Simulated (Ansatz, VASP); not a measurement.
# One calculation of Cs2Mg, two programs

INCAR

```
SYSTEM = Cs2Mg
  ALGO = Fast
  EDIFF = 1E-6
  EDIFFG = -0.04
  ENCUT = 600
  GGA = PE
  IBRION = 2
  ISIF = 3
  ISMEAR = 0
  LASPH = .True.
  LCHARG = .False.
  LREAL = .False.
  LWAVE = .False.
  NELM = 80
  NSW = 90
  PREC = Accurate
  SIGMA = 0.1
```

File KPOINTS:

```
k-points
0
Gamma
  4 4 4
  0 0 0
```

POSCAR

```
Cs2Mg
1.0
    0.0000000000      3.7710992717      3.7710992717
    3.7710992717      0.0000000000      3.7710992717
    3.7710992717      3.7710992717      0.0000000000
Cs Mg
2 1
Direct
    0.2500000000      0.2500000000      0.2500000000
    0.7500000000      0.7500000000      0.7500000000
    0.0000000000      0.0000000000      0.0000000000
```

Input for Ansatz:

```yaml
crystal:
  lattice:
    - [0.0, 3.7710992717, 3.7710992717]
    - [3.7710992717, 0.0, 3.7710992717]
    - [3.7710992717, 3.7710992717, 0.0]
  atoms:
    - { symbol: Cs, position: [0.25, 0.25, 0.25] }
    - { symbol: Cs, position: [0.75, 0.75, 0.75] }
    - { symbol: Mg, position: [0.0, 0.0, 0.0] }
basis:
  ecutwfc: 420
kpoints:
  mp_grid: { grid: [4, 4, 4] }
hamiltonian:
  xc: pbe
scf:
  occupations: { method: gaussian, width: 0.1 }
  lower_state_search: "off"
output:
  forces: true
  stress: true
  eigenvalues: true
relax:
  adjacent_minimum: "off"
  f_tol: 0.04
  max_steps: 70
  cell: { stress_tol: 0.4 }
```

Alike in both runs: task relaxation of cell and atoms; functional PBE; k mesh 4 × 4 × 4; occupations gaussian, width 0.1 eV; no spin polarisation.

```csv
,VASP,Ansatz
version,VASP 6.6.1,Ansatz 0.2.0
potentials or method,"VASP PAW PBE potentials, release 64 (Cs_sv, Mg), cutoff 600 eV","scalar-relativistic, plane waves, PAW"
valence electrons in the cell,20,28
```

Ansatz gave:

| Quantity | Value |
| --- | --- |
| gap on the k mesh at the Fermi level, each at its own relaxed structure (eV) | none |
| relaxed volume (Å³/atom) | 78.27 |
| relaxed cell length with the largest relative difference (Å) | 6.925 |

Problem. Estimate VASP's values.

Solution. gap on the k mesh at the Fermi level, each at its own relaxed structure (eV): none; relaxed volume (Å³/atom): 78.60; relaxed cell length with the largest relative difference (Å): 6.935.

A gap of «none» marks a metal or a gap that the smearing closes. VASP's potentials hold 20 valence electrons a cell and Ansatz's 28, so a difference there can come from the potentials and not from the codes.

The k mesh is coarse, so the values compare programs but aren't converged. Spin-orbit coupling is off throughout. Noted on VASP's run: the volume moved by over 15 % at a fixed basis, so the end points are rough.
